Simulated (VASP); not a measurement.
# Fe (P6_3/mmc) in VASP: further runs

The runs below take Fe through single point, with PBE.

Everything below comes from runs of VASP 6.6.1. Logs are shortened: lines on timing, memory, paths and dates and some standing lists are left out, and cuts for length are marked.

## Step 1: The cell of the first run

The structure is hexagonal, space group P6_3/mmc (No. 194). The conventional cell has a = 2.451 Å, b = 2.451 Å, c = 7.889 Å, α = 90.00°, β = 90.00°, γ = 120.00°. Fe (site symmetry -3m) has 12 Fe at 2.43 to 2.45 Å within 3.2 Å. Within 3.2 Å of Fe (site symmetry -6m2) lie 12 Fe at 2.43 to 2.45 Å.

## Step 2: Single point, PBE

Input file INCAR:

```
PREC     = Accurate       # precision mode
ENCUT    = 520            # plane-wave cutoff, eV
EDIFF    = 1E-6           # SCF threshold, eV
ISMEAR   = -1             # smearing method
SIGMA    = 0.1            # smearing width, eV
LREAL    = F              # projectors in reciprocal space
LASPH    = T              # aspherical terms in the spheres
NELM     = 80             # most SCF steps
ALGO     = Normal         # electronic algorithm
ISIF     = 2              # what is computed and relaxed
LWAVE    = F              # write WAVECAR
LCHARG   = F              # write CHGCAR
GGA      = PE             # functional
NBANDS   = 24             # bands
```

Input file KPOINTS:

```
regular mesh
0
Gamma
  17 17 5
```

Input file POSCAR:

```
Fe
1.0
    2.4510253733      0.0000000000      0.0000000000
   -1.2255126867      2.1226502386      0.0000000000
    0.0000000000      0.0000000000      7.8893909116
Fe
4
Direct
    1.0000000000      1.0000000000      0.0000000000
    0.0000000000      0.0000000000      0.5000000000
    0.3333333333      0.6666666667      0.2500000000
    0.6666666667      0.3333333333      0.7500000000
```

Potentials or basis: VASP PAW PBE potentials, release 64 (Fe).

Command:

```
> cat potpaw_PBE.64/Fe/POTCAR > POTCAR
> mpirun -np 1 vasp_std > vasp.out
```

OUTCAR:

```text
PREC = Accurate
   ENCUT = 520
   EDIFF = 1E-6
   ISMEAR = -1
   LREAL = F
   LASPH = T
   NELM = 80
   ISIF = 2
   GGA = PE

 ion  position               nearest neighbor table
   1  0.000  0.000  0.000-   3 2.43   4 2.43   4 2.43   3 2.43   4 2.43   3 2.43
   2  0.000  0.000  0.500-   3 2.43   4 2.43   4 2.43   3 2.43   4 2.43   3 2.43
   3  0.333  0.667  0.250-   1 2.43   2 2.43   1 2.43   2 2.43   1 2.43   2 2.43
   4  0.667  0.333  0.750-   1 2.43   2 2.43   1 2.43   2 2.43   1 2.43   2 2.43

  LATTYP: Found a hexagonal cell.
 ALAT       =     2.4510253733
 C/A-ratio  =     3.2188124193

  Lattice vectors:

 A1 = (   2.4510253733,   0.0000000000,   0.0000000000)
 A2 = (  -1.2255126867,   2.1226502386,   0.0000000000)
 A3 = (   0.0000000000,   0.0000000000,   7.8893909116)

Analysis of symmetry for initial positions (statically):
=====================================================================
 Subroutine PRICEL returns:
 Original cell was already a primitive cell.

 Routine SETGRP: Setting up the symmetry group for a
 hexagonal supercell.

 Subroutine GETGRP returns: Found 24 space group operations
 (whereof 12 operations were pure point group operations)
 out of a pool of 24 trial point group operations.

The static configuration has the point symmetry D_3d.
 The point group associated with its full space group is D_6h.

Analysis of symmetry for dynamics (positions and initial velocities):
=====================================================================
 Subroutine PRICEL returns:
 Original cell was already a primitive cell.

 Routine SETGRP: Setting up the symmetry group for a
 hexagonal supercell.

 Subroutine GETGRP returns: Found 24 space group operations
 (whereof 12 operations were pure point group operations)
 out of a pool of 24 trial point group operations.

The dynamic configuration has the point symmetry D_3d.
 The point group associated with its full space group is D_6h.

 Subroutine INISYM returns: Found 24 space group operations
 (whereof 12 operations are pure point group operations),
 and found     1 'primitive' translations

----------------------------------------------------------------------------------------

                                     Primitive cell

  volume of cell :      41.0459

  direct lattice vectors                    reciprocal lattice vectors
     2.451025373  0.000000000  0.000000000     0.407992512  0.235554587  0.000000000
    -1.225512687  2.122650239  0.000000000     0.000000000  0.471109174  0.000000000
     0.000000000  0.000000000  7.889390912     0.000000000  0.000000000  0.126752497

  length of vectors
     2.451025373  2.451025373  7.889390912     0.471109174  0.471109174  0.126752497

  position of ions in fractional coordinates (direct lattice)
     0.000000000  0.000000000  0.000000000
     0.000000000  0.000000000  0.500000000
     0.333333333  0.666666667  0.250000000
     0.666666667  0.333333333  0.750000000

  ion indices of the primitive-cell ions
   primitive index   ion index
                 1           1
                 2           2
                 3           3
                 4           4

----------------------------------------------------------------------------------------

 KPOINTS: regular mesh

Automatic generation of k-mesh.
 Grid dimensions read from file:
 generate k-points for:   17   17    5

 Generating k-lattice:

  Cartesian coordinates                     Fractional coordinates (reciprocal lattice)
     0.023999560  0.013856152  0.000000000     0.058823529  0.000000000  0.000000000
     0.000000000  0.027712304  0.000000000     0.000000000  0.058823529  0.000000000
     0.000000000  0.000000000  0.025350499     0.000000000  0.000000000  0.200000000

  Length of vectors
     0.027712304  0.027712304  0.025350499

  Shift w.r.t. Gamma in fractional coordinates (k-lattice)
     0.000000000  0.000000000  0.000000000

 Subroutine IBZKPT returns following result:
 ===========================================

 Found     99 irreducible k-points:

 Following reciprocal coordinates:
            Coordinates               Weight
  0.000000  0.000000  0.000000      1.000000
  0.058824 -0.000000  0.000000      6.000000
  0.117647  0.000000  0.000000      6.000000
  0.176471  0.000000  0.000000      6.000000
  0.235294  0.000000  0.000000      6.000000
  0.294118  0.000000  0.000000      6.000000
[... 16 lines left out ...]
  0.411765  0.117647  0.000000     12.000000
  0.176471  0.176471  0.000000      6.000000
 [... further k-points ...]
   k-points           NKPTS =     99   k-points in BZ     NKDIM =     99   number of bands    NBANDS=     24
   number of dos      NEDOS =    301   number of ions     NIONS =      4
   total plane-waves  NPLWV =  19440
   dimension x,y,z NGX =    18 NGY =   18 NGZ =   60
   dimension x,y,z NGXF=    36 NGYF=   36 NGZF=  120
   ions per type =               4
   NGX,Y,Z   is equivalent  to a cutoff of  12.21, 12.21, 12.64 a.u.
   NGXF,Y,Z  is equivalent  to a cutoff of  24.42, 24.42, 25.29 a.u.
 SYSTEM =  unknown system
   PREC   = accura    normal or accurate (medium, high low for compatibility)
   ISTART =      0    job   : 0-new  1-cont  2-samecut
   ICHARG =      2    charge: 1-file 2-atom 10-const
   ISPIN  =      1    spin polarized calculation?
   LNONCOLLINEAR =      F non collinear calculations
   LSORBIT =      F    spin-orbit coupling
   LASPH  =      T    aspherical Exc in radial PAW
   ENCUT  =  520.0 eV  38.22 Ry    6.18 a.u.   4.56  4.56 14.67*2*pi/ulx,y,z
   NELM   =     80;   NELMIN=  2; NELMDL= -5     # of ELM steps
   EDIFF  = 0.1E-05   stopping-criterion for ELM
   LREAL  =      F    real-space projection
   EDIFFG = 0.1E-04   stopping-criterion for IOM
   NSW    =      0    number of steps for IOM
   IBRION =     -1    ionic relax: 0-MD 1-quasi-New 2-CG
   NFREE  =      0    steps in history (QN), initial steepest desc. (CG)
   ISIF   =      2    stress and relaxation
   ISYM   =      2    0-nonsym 1-usesym 2-fastsym
   POTIM  = 0.5000    time-step for ionic-motion
   TEBEG  =    0.0;   TEEND  =   0.0 temperature during run
   PSTRESS=    0.0 pullay stress
   NELECT =      32.0000    total number of electrons
   NUPDOWN=      -1.0000    fix difference up-down
   EMIN   =  10.00;   EMAX   =-10.00  energy-range for DOS
   EFERMI =   0.00;   METHOD = LEGACY
   ISMEAR =    -1;   SIGMA  =   0.10  broadening in eV -4-tet -1-fermi 0-gaus
   EFERMI_NEDOS =   21; number of points for ismear=-14 and -15
   IALGO  =     38    algorithm
   IMIX   =      4    mixing-type and parameters
     AMIX     =   0.40;   BMIX     =  1.00
     AMIX_MAG =   1.60;   BMIX_MAG =  1.00
  volume/ion in A,a.u.               =      10.26        69.25
  Fermi-wavevector in a.u.,A,eV,Ry     =   1.506728  2.847303 30.888353  2.270230
  Thomas-Fermi vector in A             =   2.617408
   LORBIT       =      0    0 simple, 1 ext, 2 COOP (PROOUT), +10 PAW based schemes
   GGA     = PE    functional components
   LHFCALC =     F    Hartree Fock is set to
   AEXX    =    0.0000 exact exchange contribution
   IVDW    =     0    specifies the selected vdW correction
   LEPSILON=     F    determine dielectric tensor
   LRPA    =     F    only Hartree local field effects (RPA)
 non-spin polarized calculation
  energy-cutoff  :      520.00
  volume of cell :       41.05
 maximum number of plane-waves:      1128
   NGX =  9   NGY =  9   NGZ = 29

 number of electron      32.0000033 magnetization

 Free energy of the ion-electron system (eV)
  ---------------------------------------------------
  ext. energy  EPLUGINS =         0.00000000
  ---------------------------------------------------
  free energy    TOTEN  =       -32.50543749 eV

  energy without entropy =      -32.27937781  energy(sigma->0) =      -32.39240765

 E-fermi :   6.8129     XC(G=0): -13.7509

 val. band max:        6.8127577485   @ k =   0.1765   0.0588   0.4000
 cond. band min:       6.8132451738   @ k =   0.2941   0.1176   0.0000
 fundamental gap:      0.0004874253
 Fermi energy:         6.8128807697

 k-point     1 :       0.0000    0.0000    0.0000
  band No.  band energies     occupation
      1      -2.0467      2.00000
      2       0.3256      2.00000
      3       0.3322      2.00000
      4       1.9516      2.00000
      5       4.7010      2.00000
      6       4.7053      2.00000
[... 16 lines left out ...]
     23       7.6981      0.00029
     24       7.6981      0.00029

 k-point     2 :       0.0588   -0.0000    0.0000
  band No.  band energies     occupation
      1      -1.9169      2.00000
      2       0.4364      2.00000
      3       0.4424      2.00000
      4       2.0417      2.00000
      5       4.5837      2.00000
      6       4.6482      2.00000
[... 16 lines left out ...]
     23       7.7077      0.00026
     24       8.5013      0.00000

 k-point     3 :       0.1176    0.0000    0.0000
  band No.  band energies     occupation
      1      -1.5354      2.00000
      2       0.7517      2.00000
      3       0.7560      2.00000
      4       2.2930      2.00000
      5       4.3379      2.00000
      6       4.5033      2.00000
[... 16 lines left out ...]
     23       7.7345      0.00020
     24       9.6401      0.00000

 k-point     4 :       0.1765    0.0000    0.0000
  band No.  band energies     occupation
      1      -0.9273      2.00000
      2       1.2116      2.00000
      3       1.2125      2.00000
      4       2.6387      2.00000
      5       4.0856      2.00000
      6       4.2956      2.00000
[... 16 lines left out ...]
     23       7.7728      0.00014
     24      10.8835      0.00000

 k-point     5 :       0.2353    0.0000    0.0000
  band No.  band energies     occupation
      1      -0.1426      2.00000
      2       1.6835      2.00000
      3       1.6869      2.00000
      4       2.9339      2.00000
      5       3.9185      2.00000
      6       3.9614      2.00000
[... 16 lines left out ...]
     23       7.8204      0.00008
     24      12.2058      0.00000

 k-point     6 :       0.2941    0.0000    0.0000
  band No.  band energies     occupation
      1       0.7258      2.00000
      2       1.9881      2.00000
      3       1.9970      2.00000
      4       2.9887      2.00000
      5       3.6618      2.00000
      6       3.8285      2.00000
[... 16 lines left out ...]
     23       8.1157      0.00000
     24      13.5847      0.00000
[... 379 lines left out ...]
 k-point    21 :       0.2941    0.1176    0.0000
  band No.  band energies     occupation
      1       1.8090      2.00000
      2       2.2725      2.00000
      3       2.3756      2.00000
      4       3.0463      2.00000
      5       3.4343      2.00000
      6       3.6978      2.00000
[... 16 lines left out ...]
     23       9.0437      0.00000
     24      15.3419      0.00000

 k-point    22 :       0.3529    0.1176    0.0000
  band No.  band energies     occupation
      1       2.1457      2.00000
      2       2.2001      2.00000
      3       2.5592      2.00000
      4       2.9897      2.00000
      5       3.4678      2.00000
      6       3.5253      2.00000
[... 16 lines left out ...]
     23       9.7964      0.00000
     24      13.8786      0.00000

 k-point    23 :       0.4118    0.1176    0.0000
  band No.  band energies     occupation
      1       2.1365      2.00000
      2       2.1777      2.00000
      3       2.6136      2.00000
      4       3.0776      2.00000
      5       3.4724      2.00000
      6       3.4823      2.00000
[... 16 lines left out ...]
     23      10.8100      0.00000
     24      12.2728      0.00000

 k-point    24 :       0.1765    0.1765    0.0000
  band No.  band energies     occupation
      1       0.9836      2.00000
      2       2.2732      2.00000
      3       2.2788      2.00000
      4       3.3608      2.00000
      5       3.4742      2.00000
      6       3.6804      2.00000
[... 16 lines left out ...]
     23       8.5995      0.00000
     24      13.9336      0.00000

 [... further k-points ...]
[... 5 lines left out ...]
  --------------------------------------------------------------------------------------
  -------------------------------------------------------------------------------------
  Total       -0.1603043     -0.1603043     -0.1878447      0.0000000      0.0000000      0.0000000
  in kB       -6.2572876     -6.2572876     -7.3322935      0.0000000      0.0000000      0.0000000
  external PRESSURE =      -6.6156229 kB  Pullay stress =       0.0000000 kB

 VOLUME and BASIS-vectors are now :
 -----------------------------------------------------------------------------
  energy-cutoff  :      520.00
  volume of cell :       41.05
      direct lattice vectors                 reciprocal lattice vectors
     2.451025373  0.000000000  0.000000000     0.407992512  0.235554587  0.000000000
    -1.225512687  2.122650239  0.000000000     0.000000000  0.471109174  0.000000000
     0.000000000  0.000000000  7.889390912     0.000000000  0.000000000  0.126752497

 POSITION                                       TOTAL-FORCE (eV/Angst)
 -----------------------------------------------------------------------------------
      0.00000      0.00000      0.00000         0.000000      0.000000     -0.000000
      0.00000      0.00000      3.94470         0.000000      0.000000     -0.000000
     -0.00000      1.41510      1.97235        -0.000000     -0.000000      0.000000
      1.22551      0.70755      5.91704        -0.000000      0.000000     -0.000000
 -----------------------------------------------------------------------------------
    total drift:                                0.000000     -0.000000      0.000000

  FREE ENERGIE OF THE ION-ELECTRON SYSTEM (eV)
  ---------------------------------------------------
  free  energy   TOTEN  =       -32.5054374929 eV

  energy  without entropy=      -32.2793778062  energy(sigma->0) =      -32.39240765
```

Run time: 38 s. Hardware: 1 thread of Intel Xeon 6975P-C (Granite Rapids), shared host; peak memory 0.2 GiB.

What came out:

```
Free energy            : -32.5054 eV
Pressure               : -0.7 GPa
Band gap on the k mesh : zero (band 16 reaches 7.72 eV, above the bottom of band 17 at 6.02 eV)
```

Levels at points of the mesh, in eV from the Fermi level:
```csv
k point,band 13,band 14,band 15,band 16,band 17,band 18,band 19,band 20
"(0.00, 0.00, 0.00)",-1.38,-1.31,-1.31,-0.46,-0.46,-0.02,-0.02,0.33
```

Caveat: the run has no spin polarisation, though such a crystal can be magnetic. Spin polarisation is off, so any magnetic state and its effect on volume and gap are missing.

(Continued in part 2 of 2.)
